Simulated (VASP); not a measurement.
Si2Ni: single point with PBE

Si2Ni, a slab with vacuum:

```
CELL_PARAMETERS angstrom
3.85151 0.00000 0.00000
-1.92576 3.33551 0.00000
0.00000 0.00000 29.15137
ATOMIC_POSITIONS crystal
Si 0.00000 0.00000 0.26115
Si 0.33333 0.66667 0.30988
Si 0.66667 0.33333 0.36479
Si 0.00000 0.00000 0.41928
Si 0.33333 0.66667 0.47245
Si 0.66667 0.33333 0.52755
Si 0.00000 0.00000 0.58072
Si 0.33333 0.66667 0.63521
Si 0.66667 0.33333 0.69012
Si 0.00000 0.00000 0.73885
Ni 0.66667 0.33333 0.28522
Ni 0.33333 0.66667 0.39150
Ni 0.00000 0.00000 0.50000
Ni 0.66667 0.33333 0.60850
Ni 0.33333 0.66667 0.71478
```

```yaml
Program: VASP 6.6.1
Task: single point
Functional: PBE
Potentials_or_basis: VASP PAW PBE potentials, release 64 (Si, Ni)
Cutoff: 520 eV
k_mesh: 9 × 9 × 1
Occupations: gaussian, width 0.1 eV
Spin: no spin polarisation
Dipole_correction: yes
Further_INCAR_settings: LREAL = Auto; ALGO = Normal; EDIFF = 1e-07; NBANDS = 58
```

| Item | Value |
| --- | --- |
| Largest force | 0.014 eV/Å |
| Band gap on the k mesh | zero (band 45 reaches 4.29 eV, above the bottom of band 46 at 2.92 eV) |

Forces in eV/Å, atoms in the order of the input:
```
Si   0.000  0.000  0.014
Si   0.000  0.000 -0.007
Si   0.000  0.000  0.002
Si   0.000  0.000 -0.003
Si   0.000  0.000  0.005
Si   0.000  0.000 -0.005
Si   0.000  0.000  0.003
Si   0.000  0.000 -0.002
Si   0.000  0.000  0.007
Si   0.000  0.000 -0.014
Ni   0.000  0.000 -0.009
Ni   0.000  0.000  0.001
Ni   0.000  0.000  0.000
Ni   0.000  0.000 -0.001
Ni   0.000  0.000  0.009
```

Levels at points of the mesh, in eV from the Fermi level:
```csv
k point,band 42,band 43,band 44,band 45,band 46,band 47,band 48,band 49
"(0.00, 0.00, 0.00)",0.62,0.89,1.04,1.04,1.40,1.48,1.78,1.87
```

It took 7 min on 1 thread of Intel(R) Xeon(R) 6975P-C (Granite Rapids), on a shared host, peak memory 0.53 GiB.

Spin polarisation is off, so any magnetic state and its effect on volume and gap are missing.
